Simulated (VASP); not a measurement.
Input of a VASP 6.6.1 run:

INCAR

```
ALGO     = Fast           # electronic algorithm
EDIFF    = 1E-6           # SCF threshold, eV
ENCUT    = 520            # plane-wave cutoff, eV
GGA      = CA             # functional
ISIF     = 2              # what is computed and relaxed
ISMEAR   = 0              # smearing method
LASPH    = T              # aspherical terms in the spheres
LCHARG   = F              # write CHGCAR
LREAL    = F              # projectors in reciprocal space
LWAVE    = F              # write WAVECAR
NBANDS   = 18             # bands
NELM     = 80             # most SCF steps
PREC     = Accurate       # precision mode
SIGMA    = 0.15           # smearing width, eV
```

Contents of KPOINTS:

```
k-points
0
Gamma
  12 12 12
```

Contents of POSCAR:

```
SrTl
1.0
    3.8304000000      0.0000000000      0.0000000000
    0.0000000000      3.8304000000      0.0000000000
    0.0000000000      0.0000000000      3.8304000000
Sr Tl
1 1
Direct
    0.0000000000      0.0000000000      0.0000000000
    0.5000000000      0.5000000000      0.5000000000
```

Potentials or basis: VASP PAW LDA potentials, release 64 (Sr_sv, Tl_d).

Launch:

```sh
$ cat potpaw_LDA.64/Sr_sv/POTCAR potpaw_LDA.64/Tl_d/POTCAR > POTCAR
$ mpirun -np 1 vasp_std > vasp.out
```

(1) Predict the pressure.

(2) Predict the band gap on the k mesh.

## Answers

(1) 4.2 GPa.

(2) zero (an odd number of electrons rules out a gap without spin polarisation).

Caveat: the cell differs from its parent crystal (strain -0.050 along x and y, -0.050 along z); the cell stands under pressure; spin-orbit coupling is left out, which moves the levels of the heavy elements.
